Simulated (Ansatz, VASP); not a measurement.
**LiBe2S3: VASP beside Ansatz**

Contents of INCAR:

```
  PREC = Accurate
  ENCUT = 600
  EDIFF = 1E-6
  ISMEAR = 0
  SIGMA = 0.1
  LREAL = F
  LASPH = T
  NELM = 80
  ALGO = Normal
  ISIF = 3
  LWAVE = F
  LCHARG = F
  GGA = PE
  IBRION = 2
  NSW = 100
  EDIFFG = -0.01
```

Contents of KPOINTS:

```
Automatic mesh
0
Gamma
  12 12 4
```

POSCAR

```
LiBe2S3
1.0
    3.2894376127      0.0000000000      0.0000000000
   -1.6447188064      2.8487365368      0.0000000000
    0.0000000000      0.0000000000      8.8679211682
Li Be S
1 2 3
Direct
    0.0000000000      0.0000000000      0.5000000000
    0.6666666667      0.3333333333      0.1951335669
    0.3333333333      0.6666666667      0.8048664331
    0.0000000000      0.0000000000      0.0000000000
    0.3333333333      0.6666666667      0.3031299818
    0.6666666667      0.3333333333      0.6968700182
```

Input for Ansatz:

```yaml
crystal:
  lattice:
    - [3.2894376127, 0.0, 0.0]
    - [-1.6447188064, 2.8487365368, 0.0]
    - [0.0, 0.0, 8.8679211682]
  atoms:
    - { symbol: Li, position: [0.0, 0.0, 0.5] }
    - { symbol: Be, position: [0.6666666667, 0.3333333333, 0.1951335669] }
    - { symbol: Be, position: [0.3333333333, 0.6666666667, 0.8048664331] }
    - { symbol: S, position: [0.0, 0.0, 0.0] }
    - { symbol: S, position: [0.3333333333, 0.6666666667, 0.3031299818] }
    - { symbol: S, position: [0.6666666667, 0.3333333333, 0.6968700182] }
basis:
  ecutwfc: 420
kpoints:
  mp_grid: { grid: [12, 12, 4] }
hamiltonian:
  xc: pbe
scf:
  occupations: { method: gaussian, width: 0.1 }
output:
  forces: true
  stress: true
  eigenvalues: true
  write_density: true
  write_potential: true
  elf: true
  volumetric_format: npy
relax:
  adjacent_minimum: "off"
  f_tol: 0.01
  max_steps: 80
  cell: { stress_tol: 0.05 }
```

Alike in both runs: task relaxation of cell and atoms; functional PBE; k mesh 12 × 12 × 4; occupations gaussian, width 0.1 eV; no spin polarisation.

```csv
,VASP,Ansatz
version,VASP 6.6.1,Ansatz 0.2.0
potentials or method,"VASP PAW PBE potentials, release 64 (Li_sv, Be, S), cutoff 600 eV","scalar-relativistic, plane waves, PAW"
valence electrons in the cell,25,25
```

VASP gave:

- gap on the k mesh at the Fermi level, each at its own relaxed structure (eV): none
- relaxed volume (Å³/atom): 13.86
- relaxed length of the cell vector where the two differ most in proportion (Å): 3.290

Problem. What did Ansatz give for the same quantities?

Solution. gap on the k mesh at the Fermi level, each at its own relaxed structure (eV): none; relaxed volume (Å³/atom): 13.92; relaxed length of the cell vector where the two differ most in proportion (Å): 3.296.

A gap of «none» marks a metal or a gap that the smearing closes.

Noted on VASP's run: the cutoff is under 1.25 times that of the potentials, so the pressure is a little rough.
